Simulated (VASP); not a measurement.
A run of VASP 6.6.1:

INCAR

```
SYSTEM = Mg2GeN3
PREC = Accurate ; ENCUT = 520
EDIFF = 1E-6 ; ISMEAR = 0
SIGMA = 0.2 ; LREAL = .False.
LASPH = .True. ; NELM = 100
ALGO = Normal ; ISIF = 2
LWAVE = .False. ; LCHARG = .False.
GGA = PE ; NBANDS = 45
```

The input KPOINTS:

```
regular mesh
0
Gamma
  6 6 4
  0 0 0
```

Contents of POSCAR:

```
Mg2GeN3
1.0
   -1.5170386967     -4.9695099422      2.4893558093
   -1.5243523606      4.9719672065      2.4900388864
   -3.0449401375      0.0018157567     -4.9810924115
Mg Ge N
4 2 6
Direct
    0.3409654502      0.6699678356      0.9943649978
    0.8409554003      0.1699430304      0.4943730583
    0.6703338709      0.3413676498      0.9947342300
    0.1703246586      0.8413592332      0.4947395265
    0.0038308859      0.0038336700      0.9961228538
    0.5038218056      0.5038294153      0.4961220004
    0.2656535607      0.9554646365      0.8897929623
    0.7656254721      0.4554147335      0.3897817612
    0.9550847692      0.2652539582      0.8894303207
    0.4550829215      0.7652415418      0.3894168848
    0.6391661917      0.6391732494      0.8605615955
    0.1391550131      0.1391510464      0.3605598084
```

Potentials or basis: VASP PAW PBE potentials, release 64 (Mg, Ge_d, N).

The run is started by

```sh
$ cat potpaw_PBE.64/Mg/POTCAR potpaw_PBE.64/Ge_d/POTCAR potpaw_PBE.64/N/POTCAR > POTCAR
$ mpirun -np 1 vasp_std > vasp.out
```

Hardware: 1 thread of Oxide Virtual Turin-like Processor (shared host).

Problem. How long does it take, and how much memory?

Solution. Wall time 18 min on 1 thread of Oxide Virtual Turin-like Processor, on a shared host, peak memory 0.57 GiB. Counts: scf iterations 16, k points 76.
